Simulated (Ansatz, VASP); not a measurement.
# Two plane-wave programs on Pb

```
Pb
1.0
     3.03861   -1.75032    0.00000
     3.03861    1.75032    0.00000
    -2.11546    0.00000    6.09522
Pb
2
Direct
  0.09149 0.09149 0.27371
  0.90851 0.90851 0.72629
```

Alike in both runs: task single point; functional PBE; k mesh 12 × 12 × 6; occupations gaussian, width 0.05 eV; no spin polarisation.

|  | VASP | Ansatz |
| --- | --- | --- |
| version | VASP 6.6.1 | Ansatz 0.2.0 |
| potentials or method | VASP PAW PBE potentials, release 64 (Pb_d), cutoff 520 eV | scalar-relativistic, plane waves, PAW |
| valence electrons in the cell | 28 | 28 |

```tsv
	VASP	Ansatz	Ansatz less VASP
gap on the k mesh at the Fermi level (eV)	none	none	-
pressure (GPa)	1.0	1.0	+0.08
traceless stress, the component that is largest in VASP (GPa)	0.40	0.40	+0.003
rms of the force components (eV/Å)	0.013	0.013	0.0000
```

Atom by atom the forces differ by 0.000 eV/Å (rms over components). A gap of «none» marks a metal or a gap that the smearing closes. The functional is the same, so the differences come from potentials, cutoffs and numerics.

Neither program's run includes spin-orbit coupling.
